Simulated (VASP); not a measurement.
**Ag: single point with PBE**

Ag:

```xyz
2
Lattice="2.9258 0.0000 0.0000 -1.4629 2.5338 0.0000 0.0000 0.0000 4.8221" Properties=species:S:1:pos:R:3 pbc="T T T"
Ag    0.0000    1.6892    3.6166
Ag    1.4629    0.8446    1.2055
```

- Program: VASP 6.6.1
- Task: single point
- Functional: PBE
- Potentials or basis: VASP PAW PBE potentials, release 64 (Ag)
- Cutoff: 520 eV
- k mesh: 21 × 21 × 12
- Occupations: gaussian, width 0.1 eV
- Spin: no spin polarisation

```yaml
Pressure: 0.0 GPa
Band_gap_on_the_k_mesh: zero (band 11 reaches 11.80 eV, above the bottom of band 12 at 4.42 eV)
```

Levels at points of the mesh, in eV from the Fermi level:
| k point | band 7 | band 8 | band 9 | band 10 | band 11 | band 12 | band 13 | band 14 | band 15 | band 16 |
| --- | --- | --- | --- | --- | --- | --- | --- | --- | --- | --- |
| (0.00, 0.00, 0.00) | -4.39 | -4.03 | -4.03 | -3.13 | -3.13 | -0.38 | 3.18 | 15.54 | 17.17 | 17.64 |
| (0.00, 0.00, 0.50) | -4.43 | -4.43 | -3.42 | -3.42 | -3.42 | -3.42 | 10.56 | 10.56 | 15.89 | 15.89 |

Run time: 86 s on 1 thread of Intel Xeon 6975P-C (shared host), peak memory 0.29 GiB.
